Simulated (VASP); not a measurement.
Ag, 1 atom in the cell. It takes space group Im-3m (No. 229, cubic). Conventional cell: a = 3.282 Å, b = 3.282 Å, c = 3.282 Å, α = 90.00°, β = 90.00°, γ = 90.00°. Ag (site symmetry m-3m) has 14 Ag at 2.84 to 3.28 Å within 3.7 Å. 

| Quantity | Value |
| --- | --- |
| Program | VASP 6.6.1 |
| Task | single point |
| Functional | PBE |
| Potentials or basis | VASP PAW PBE potentials, release 64 (Ag) |
| Cutoff | 520 eV |
| k mesh | 8 × 8 × 8 |
| Occupations | gaussian, width 0.05 eV |
| Spin | no spin polarisation |
| Dipole correction | no |
| Further INCAR settings | ALGO = Normal; EDIFF = 1e-06; NBANDS = 12 |

Potentials or basis: VASP PAW PBE potentials, release 64 (Ag).

Command:

```console
$ cat potpaw_PBE.64/Ag/POTCAR > POTCAR
$ mpirun -np 1 vasp_std > vasp.out
```

Hardware: 1 thread of Intel(R) Xeon(R) 6975P-C (Granite Rapids), with other jobs on the host.

Problem. Estimate the wall time of this run.

Solution. It took 2.8 s on 1 thread of Intel(R) Xeon(R) 6975P-C (Granite Rapids) (shared host), peak memory 0.14 GiB. Counts: scf iterations 11, k points 29.
